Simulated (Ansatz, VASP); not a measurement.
## Al2Cu: VASP beside Ansatz

Contents of POSCAR:

```
Al2Cu
1.0
    4.1051820000      0.0000000000      0.0000000000
    0.0000000000      4.1051820000      0.0000000000
    0.0000000000      0.0000000000      2.8913130000
Al Cu
2 1
Direct
    0.5000000000      0.0000000000      0.5000000000
    0.0000000000      0.5000000000      0.5000000000
    0.0000000000      0.0000000000      0.0000000000
```

INCAR.step1

```
PREC = Accurate ; ENCUT = 520
ISMEAR = 0 ; SIGMA = 0.1
LREAL = F ; LASPH = T
NELM = 80 ; NBANDS = 16
GGA = PE ; ALGO = Normal
EDIFF = 1E-4 ; LWAVE = T
LCHARG = F
```

File INCAR.step2:

```
PREC = Accurate ; ENCUT = 520
EDIFF = 1E-6 ; ISMEAR = 0
SIGMA = 0.1 ; LREAL = F
LASPH = T ; NELM = 80
ALGO = Normal ; ISIF = 2
LWAVE = F ; LCHARG = F
METAGGA = R2SCAN ; LMIXTAU = T
NBANDS = 16 ; ISTART = 1
```

The input KPOINTS:

```
regular mesh
0
Gamma
  6 6 6
```

Input for Ansatz:

```yaml
crystal:
  lattice:
    - [4.105182, 0.0, 0.0]
    - [0.0, 4.105182, 0.0]
    - [0.0, 0.0, 2.891313]
  atoms:
    - { symbol: Al, position: [0.5, 0.0, 0.5] }
    - { symbol: Al, position: [0.0, 0.5, 0.5] }
    - { symbol: Cu, position: [0.0, 0.0, 0.0] }
basis:
  ecutwfc: 500
kpoints:
  mp_grid: { grid: [6, 6, 6] }
hamiltonian:
  xc: r2scan
scf:
  occupations: { method: gaussian, width: 0.1 }
output:
  forces: true
  stress: true
  eigenvalues: true
```

Alike in both runs: task single point; functional r2SCAN; k mesh 6 × 6 × 6; occupations gaussian, width 0.1 eV; no spin polarisation.

|  | VASP | Ansatz |
| --- | --- | --- |
| version | VASP 6.6.1 | Ansatz 0.2.0 |
| potentials or method | VASP PAW PBE potentials, release 64 (Al, Cu), cutoff 520 eV | scalar-relativistic, plane waves, PAW |
| valence electrons in the cell | 17 | 25 |

```csv
,VASP,Ansatz,Ansatz less VASP
gap on the k mesh at the Fermi level (eV),none,none,-
pressure (GPa),-2.3,-2.2,+0.13
"traceless stress, the component that is largest in VASP (GPa)",0.81,0.80,-0.008
```

VASP's potentials were made for PBE, not for r2SCAN. A gap of «none» marks a metal or a gap that the smearing closes. With one functional, cell and mesh, what is left measures potentials, basis and numerics. VASP's potentials hold 17 valence electrons a cell and Ansatz's 25, so a difference there can come from the potentials and not from the codes.

The k mesh is coarse, so the values compare programs but aren't converged.
